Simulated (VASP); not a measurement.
# KBr (Fm-3m) in VASP: notebook

Aim: see how the results for KBr move with the level of theory and the settings. Levels: PBEsol, PBE. Tasks: electric field gradients.

Program: VASP 6.6.1. These are calculated values, not measurements. Logs are shortened: lines on timing, memory, paths and dates and some standing lists are left out, and cuts for length are marked.

## (1) The cell of the first run

The structure is cubic, space group Fm-3m (No. 225). The conventional cell has a = 6.585 Å, b = 6.585 Å, c = 6.585 Å, α = 90.00°, β = 90.00°, γ = 90.00°. Within 4.3 Å of K (site symmetry m-3m) lie 6 Br at 3.29 Å. Within 4.3 Å of Br (site symmetry m-3m) lie 6 K at 3.29 Å.

## (2) Electric field gradients, PBEsol

Input file INCAR:

```
SYSTEM = KBr
PREC = Accurate
ENCUT = 520
EDIFF = 1E-8
ISMEAR = -1
SIGMA = 0.01
LREAL = .FALSE.
LASPH = .TRUE.
NELM = 100
ALGO = Normal
ISIF = 2
LWAVE = .FALSE.
LCHARG = .FALSE.
GGA = PS
LEFG = .TRUE.
NBANDS = 15
```

Input file KPOINTS:

```
Automatic mesh
0
G
  7 7 7
  0 0 0
```

Input file POSCAR:

```
KBr
1.0
    0.0000000000      3.2925000000      3.2925000000
    3.2925000000      0.0000000000      3.2925000000
    3.2925000000      3.2925000000      0.0000000000
K Br
1 1
Direct
    0.0000000000      0.0000000000      0.0000000000
    0.5000000000      0.5000000000      0.5000000000
```

Potentials or basis: VASP PAW PBE potentials, release 64 (K_sv, Br).

Launch:

```console
$ cat potpaw_PBE.64/K_sv/POTCAR potpaw_PBE.64/Br/POTCAR > POTCAR
$ mpirun -np 1 vasp_std > vasp.out
```

OUTCAR:

```text
SYSTEM = KBr
   PREC = Accurate
   ENCUT = 520
   EDIFF = 1E-8
   ISMEAR = -1
   LREAL = .FALSE.
   LASPH = .TRUE.
   NELM = 100
   ISIF = 2
   GGA = PS

 ion  position               nearest neighbor table
   1  0.000  0.000  0.000-   2 3.29   2 3.29   2 3.29   2 3.29   2 3.29   2 3.29
   2  0.500  0.500  0.500-   1 3.29   1 3.29   1 3.29   1 3.29   1 3.29   1 3.29

  LATTYP: Found a face centered cubic cell.
 ALAT       =     6.5850000000

  Lattice vectors:

 A1 = (   0.0000000000,   3.2925000000,   3.2925000000)
 A2 = (   3.2925000000,   0.0000000000,   3.2925000000)
 A3 = (   3.2925000000,   3.2925000000,   0.0000000000)

Analysis of symmetry for initial positions (statically):
=====================================================================
 Subroutine PRICEL returns:
 Original cell was already a primitive cell.

 Routine SETGRP: Setting up the symmetry group for a
 face centered cubic supercell.

 Subroutine GETGRP returns: Found 48 space group operations
 (whereof 48 operations were pure point group operations)
 out of a pool of 48 trial point group operations.

The static configuration has the point symmetry O_h .

Analysis of symmetry for dynamics (positions and initial velocities):
=====================================================================
 Subroutine PRICEL returns:
 Original cell was already a primitive cell.

 Routine SETGRP: Setting up the symmetry group for a
 face centered cubic supercell.

 Subroutine GETGRP returns: Found 48 space group operations
 (whereof 48 operations were pure point group operations)
 out of a pool of 48 trial point group operations.

The dynamic configuration has the point symmetry O_h .

 Subroutine INISYM returns: Found 48 space group operations
 (whereof 48 operations are pure point group operations),
 and found     1 'primitive' translations

----------------------------------------------------------------------------------------

                                     Primitive cell

  volume of cell :      71.3851

  direct lattice vectors                    reciprocal lattice vectors
     0.000000000  3.292500000  3.292500000    -0.151860289  0.151860289  0.151860289
     3.292500000  0.000000000  3.292500000     0.151860289 -0.151860289  0.151860289
[... 131 lines left out ...]
 fundamental gap:      4.2954800577
 Fermi energy:        -1.4942703807

 k-point     1 :       0.0000    0.0000    0.0000
  band No.  band energies     occupation
      1     -29.3973      2.00000
      2     -14.1145      2.00000
      3     -12.9406      2.00000
      4     -12.9406      2.00000
      5     -12.9406      2.00000
      6      -1.7997      2.00000
      7      -1.7997      2.00000
      8      -1.7997      2.00000
      9       2.4958      0.00000
     10       5.7294      0.00000
     11       5.7294      0.00000
     12       5.7294      0.00000
     13       6.5723      0.00000
     14       6.5723      0.00000
[... 329 lines left out ...]
      2     -14.1180      2.00000
      3     -13.0124      2.00000
      4     -12.9870      2.00000
      5     -12.8473      2.00000
      6      -2.4983      2.00000
      7      -2.4468      2.00000
      8      -2.2326      2.00000
      9       5.1416      0.00000
     10       5.8822      0.00000
     11       6.4700      0.00000
     12       7.1933      0.00000
     13       8.6455      0.00000
     14       8.6845      0.00000
     15       9.4684      0.00000

------------------------ aborting loop because EDIFF is reached ----------------------------------------

  FORCE on cell =-STRESS in cart. coord.  units (eV):
  Direction    XX          YY          ZZ          XY          YZ          ZX
  --------------------------------------------------------------------------------------
  -------------------------------------------------------------------------------------
  Total       -0.0837254     -0.0837254     -0.0837254     -0.0000000     -0.0000000      0.0000000
  in kB       -1.8791464     -1.8791464     -1.8791464     -0.0000000     -0.0000000      0.0000000
  external PRESSURE =      -1.8791464 kB  Pullay stress =       0.0000000 kB

 VOLUME and BASIS-vectors are now :
 -----------------------------------------------------------------------------
  energy-cutoff  :      520.00
  volume of cell :       71.39
      direct lattice vectors                 reciprocal lattice vectors
     0.000000000  3.292500000  3.292500000    -0.151860289  0.151860289  0.151860289
     3.292500000  0.000000000  3.292500000     0.151860289 -0.151860289  0.151860289
     3.292500000  3.292500000  0.000000000     0.151860289  0.151860289 -0.151860289

 POSITION                                       TOTAL-FORCE (eV/Angst)
 -----------------------------------------------------------------------------------
      0.00000      0.00000      0.00000        -0.000000      0.000000      0.000000
      3.29250      3.29250      3.29250         0.000000     -0.000000     -0.000000
 -----------------------------------------------------------------------------------
    total drift:                                0.000000      0.000000      0.000000

  FREE ENERGIE OF THE ION-ELECTRON SYSTEM (eV)
  ---------------------------------------------------
  free  energy   TOTEN  =        -6.4594832989 eV

  energy  without entropy=       -6.4594832989  energy(sigma->0) =       -6.45948330

 Electric field gradients (V/A^2)
---------------------------------------------------------------------
 ion       V_xx      V_yy      V_zz      V_xy      V_xz      V_yz
---------------------------------------------------------------------
   1      -0.000    -0.000    -0.000     0.000     0.000     0.000
   2      -0.000    -0.000    -0.000     0.001     0.001     0.001
---------------------------------------------------------------------

 Electric field gradients after diagonalization (V/A^2)
 (convention: |V_zz| > |V_xx| > |V_yy|)
----------------------------------------------------------------------
 ion       V_xx      V_yy      V_zz     asymmetry (V_yy - V_xx)/ V_zz
----------------------------------------------------------------------
   1      -0.000    -0.000     0.000       0.000
   2      -0.001    -0.001     0.001       0.000
----------------------------------------------------------------------

           NMR quadrupolar parameters

 Cq : quadrupolar parameter    Cq=e*Q*V_zz/h
 eta: asymmetry parameters     (V_yy - V_xx)/ V_zz
 Q  : nuclear electric quadrupole moment in mb (millibarn)
----------------------------------------------------------------------
 ion       Cq(MHz)       eta       Q (mb)
----------------------------------------------------------------------
   1       0.000       0.000       1.000
   2       0.000       0.000       1.000
----------------------------------------------------------------------
```

stdout:

```text
POSCAR found type information on POSCAR K Br
 POSCAR found :  2 types and       2 ions
 scaLAPACK will be used
 -----------------------------------------------------------------------------
|                                                                             |
|                                                                             |
|     You enforced a specific xc type in the INCAR file but a different       |
|     I HOPE YOU KNOW WHAT YOU ARE DOING!                                     |
|                                                                             |
 -----------------------------------------------------------------------------

 LDA part: xc-table for (Slater+PW92), standard interpolation
 POSCAR, INCAR and KPOINTS ok, starting setup
 FFT: planning ... GRIDC
 FFT: planning ... GRID_SOFT
 FFT: planning ... GRID
 WAVECAR not read
 entering main loop
ion   1

ion   2
```

Wall time 43 s (1 thread of Intel Xeon 8259CL, shared host); peak memory 0.21 GiB.

Results:

```yaml
Free_energy: -6.4595 eV
Pressure: -0.2 GPa
Band_gap_on_the_k_mesh: 4.30 eV, direct
```

Caveat: without QUAD_EFG the Cq values of the log hold for a quadrupole moment of 1 mb, not for the nuclei; the PAW data sets were made with another functional, which shifts forces and pressure a little.

## (3) Electric field gradients, PBE, non-collinear spin, zero start, spin-orbit coupling

Input file INCAR:

```
  PREC = Accurate
  ENCUT = 520
  EDIFF = 1E-8
  ISMEAR = -1
  SIGMA = 0.01
  LREAL = F
  LASPH = T
  NELM = 150
  ALGO = Normal
  ISIF = 2
  LWAVE = F
  LCHARG = F
  LNONCOLLINEAR = T
  MAGMOM = 0 0 0 0 0 0
  LORBIT = 11
  LSORBIT = T
  GGA_COMPAT = F
  LORBMOM = T
  GGA = PE
  LEFG = T
  NBANDS = 28
```

Input file KPOINTS:

```
regular mesh
0
Gamma
  7 7 7
```

POSCAR is that of step 2.

Potentials or basis: VASP PAW PBE potentials, release 64 (K_sv, Br).

Launch:

```console
$ cat potpaw_PBE.64/K_sv/POTCAR potpaw_PBE.64/Br/POTCAR > POTCAR
$ mpirun -np 1 vasp_ncl > vasp.out
```

OUTCAR:

```text
PREC = Accurate
   ENCUT = 520
   EDIFF = 1E-8
   ISMEAR = -1
   LREAL = F
   LASPH = T
   NELM = 150
   ISIF = 2
   LNONCOLLINEAR = T
   LORBIT = 11
   LSORBIT = T
   GGA = PE

 ion  position               nearest neighbor table
   1  0.000  0.000  0.000-   2 3.29   2 3.29   2 3.29   2 3.29   2 3.29   2 3.29
   2  0.500  0.500  0.500-   1 3.29   1 3.29   1 3.29   1 3.29   1 3.29   1 3.29

  LATTYP: Found a face centered cubic cell.
 ALAT       =     6.5850000000

  Lattice vectors:

 A1 = (   0.0000000000,   3.2925000000,   3.2925000000)
 A2 = (   3.2925000000,   0.0000000000,   3.2925000000)
[... 933 lines left out ...]
    -0.0000001    -0.0000001    -0.0000001     0.0000000    -0.0000000
    -0.0000002    -0.0000000     0.0000000    -0.0000000     0.0000000
 l=   3
     0.0000000     0.0000000     0.0000000     0.0000000     0.0000000     0.0000000     0.0000000
     0.0000000     0.0000000     0.0000000     0.0000000     0.0000000     0.0000000     0.0000000
     0.0000000     0.0000000     0.0000000     0.0000000     0.0000000     0.0000000     0.0000000
     0.0000000     0.0000000     0.0000000     0.0000000     0.0000000     0.0000000     0.0000000
     0.0000000     0.0000000     0.0000000     0.0000000     0.0000000     0.0000000     0.0000000
     0.0000000     0.0000000     0.0000000     0.0000000     0.0000000     0.0000000     0.0000000
     0.0000000     0.0000000     0.0000000     0.0000000     0.0000000     0.0000000     0.0000000

 total charge

# of ion       s       p       d       tot
------------------------------------------
    1        1.958   5.582   0.025   7.564
    2        1.599   3.305   0.001   4.905
--------------------------------------------------
tot          3.557   8.886   0.026  12.469

 magnetization (x)

# of ion       s       p       d       tot
------------------------------------------
    1        0.000   0.000  -0.000   0.000
    2        0.000   0.000   0.000   0.000
--------------------------------------------------
tot          0.000   0.000  -0.000   0.000

 magnetization (y)

# of ion       s       p       d       tot
------------------------------------------
    1        0.000   0.000  -0.000  -0.000
    2        0.000   0.000   0.000   0.000
--------------------------------------------------
tot          0.000   0.000  -0.000  -0.000

 magnetization (z)

# of ion       s       p       d       tot
------------------------------------------
    1        0.000   0.000   0.000   0.000
    2        0.000   0.000   0.000   0.000
--------------------------------------------------
tot          0.000   0.000   0.000   0.000
```

Wall time 2.9 min (1 thread of Intel Xeon 8259CL, shared host); peak memory 0.41 GiB.

Results:

| Quantity | Value |
| --- | --- |
| Free energy | -6.2419 eV |
| Pressure | 0.9 GPa |
| Net moment | 0.00 μB per cell |
| Valence electrons inside the program's atomic spheres | K 7.56; Br 4.91 |

Moments on the atoms (μB; x, y, z):
```
K   0.00 0.00 0.00
Br  0.00 0.00 0.00
```

Caveat: without QUAD_EFG the Cq values of the log hold for a quadrupole moment of 1 mb, not for the nuclei.
